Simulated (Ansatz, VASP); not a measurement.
# CdTe in VASP and in Ansatz

Contents of POSCAR:

```
CdTe
1.0
    6.6711266548      0.0000000000      0.0000000000
   -3.3355633274      5.7773651550      0.0000000000
    0.0000000000      0.0000000000      5.3823862783
Cd Te
3 3
Direct
    0.5000000000      0.0000000000      0.0000000000
    0.5000000000      0.5000000000      0.0000000000
    0.0000000000      0.5000000000      0.0000000000
    0.0000000000      0.0000000000      0.0000000000
    0.3333333333      0.6666666667      0.5000000000
    0.6666666667      0.3333333333      0.5000000000
```

INCAR.step1

```
SYSTEM = CdTe
ALGO = Normal ; EDIFF = 1E-4
ENCUT = 600 ; GGA = PE
ISMEAR = 0 ; LASPH = .True.
LCHARG = .False. ; LREAL = .False.
LWAVE = .True. ; NELM = 80
PREC = Accurate ; SIGMA = 0.1
```

Contents of INCAR.step2:

```
SYSTEM = CdTe
ALGO = Normal ; EDIFF = 1E-7
EDIFFG = -0.04 ; ENCUT = 600
IBRION = 2 ; ISIF = 3
ISMEAR = 0 ; ISTART = 1
LASPH = .True. ; LCHARG = .False.
LMIXTAU = .True. ; LREAL = .False.
LWAVE = .False. ; METAGGA = R2SCAN
NELM = 80 ; NSW = 90
PREC = Accurate ; SIGMA = 0.1
```

File KPOINTS:

```
k-points
0
Gamma
  3 3 4
  0 0 0
```

Input for Ansatz:

```yaml
crystal:
  lattice:
    - [6.6711266548, 0.0, 0.0]
    - [-3.3355633274, 5.777365155, 0.0]
    - [0.0, 0.0, 5.3823862783]
  atoms:
    - { symbol: Cd, position: [0.5, 0.0, 0.0] }
    - { symbol: Cd, position: [0.5, 0.5, 0.0] }
    - { symbol: Cd, position: [0.0, 0.5, 0.0] }
    - { symbol: Te, position: [0.0, 0.0, 0.0] }
    - { symbol: Te, position: [0.3333333333, 0.6666666667, 0.5] }
    - { symbol: Te, position: [0.6666666667, 0.3333333333, 0.5] }
basis:
  ecutwfc: 500
kpoints:
  mp_grid: { grid: [3, 3, 4] }
hamiltonian:
  xc: r2scan
scf:
  occupations: { method: gaussian, width: 0.1 }
  lower_state_search: "off"
output:
  forces: true
  stress: true
  eigenvalues: true
relax:
  adjacent_minimum: "off"
  f_tol: 0.04
  max_steps: 70
  cell: { stress_tol: 0.4 }
```

Alike in both runs: task relaxation of cell and atoms; functional r2SCAN; k mesh 3 × 3 × 4; occupations gaussian, width 0.1 eV; no spin polarisation.

|  | VASP | Ansatz |
| --- | --- | --- |
| version | VASP 6.6.1 | Ansatz 0.2.0 |
| potentials or method | VASP PAW PBE potentials, release 64 (Cd, Te), cutoff 600 eV | scalar-relativistic, plane waves, PAW |
| valence electrons in the cell | 54 | 108 |

Ansatz gave:

- gap on the k mesh at the Fermi level, each at its own relaxed structure (eV): none
- relaxed volume (Å³/atom): 31.42
- relaxed length of the cell vector where the two differ most in proportion (Å): 7.280

Problem. Which values does VASP return?

Solution. gap on the k mesh at the Fermi level, each at its own relaxed structure (eV): none; relaxed volume (Å³/atom): 31.59; relaxed length of the cell vector where the two differ most in proportion (Å): 7.294.

VASP's potentials were made for PBE, not for r2SCAN. A gap of «none» marks a metal or a gap that the smearing closes. VASP's potentials hold 54 valence electrons a cell and Ansatz's 108, so a difference there can come from the potentials and not from the codes.

The k mesh is coarse, so the values compare programs but aren't converged. Spin-orbit coupling is off throughout.
